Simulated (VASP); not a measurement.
Wanted: the native input for a VASP 6.6.1 run.

| Quantity | Value |
| --- | --- |
| Task | single point |
| Functional | PBEsol |
| Potentials or basis | VASP PAW PBE potentials, release 64 (C) |
| Cutoff | 600 eV |
| k mesh | 11 × 11 × 11 |
| Occupations | methfessel-paxton, width 0.05 eV |
| Spin | no spin polarisation |
| Dipole correction | no |
| Further INCAR settings | ALGO = Normal; EDIFF = 1e-06; NBANDS = 8 |

The structure of C lies in POSCAR:

```
C
1.0
    0.0000000000      1.5153198622      1.5153198622
    1.5153198622      0.0000000000      1.5153198622
    1.5153198622      1.5153198622      0.0000000000
C
1
Direct
    0.0000000000      0.0000000000      0.0000000000
```

The input as run:

INCAR

```
SYSTEM = C
PREC = Accurate
ENCUT = 600
EDIFF = 1E-6
ISMEAR = 1
SIGMA = 0.05
LREAL = .False.
LASPH = .True.
NELM = 120
ALGO = Normal
ISIF = 2
LWAVE = .False.
LCHARG = .True.
GGA = PS
LELF = .True.
LVHAR = .True.
NBANDS = 8
GGA_COMPAT = .False.
```

KPOINTS

```
regular mesh
0
Gamma
  11 11 11
  0 0 0
```

Potentials or basis: VASP PAW PBE potentials, release 64 (C).

Command:

```console
$ cat potpaw_PBE.64/C/POTCAR > POTCAR
$ mpirun -np 1 vasp_std > vasp.out
```

Results of the run:

```json
{"Pressure": "0.1 GPa", "Band gap on the k mesh": "zero (band 2 reaches 16.67 eV, above the bottom of band 3 at 4.93 eV)"}
```

Caveat: the PAW data sets were made with another functional, which shifts forces and pressure a little.

Wall time 2.6 s on 1 thread of Intel(R) Xeon(R) Platinum 8488C (Sapphire Rapids) (shared host), peak memory 0.11 GiB.
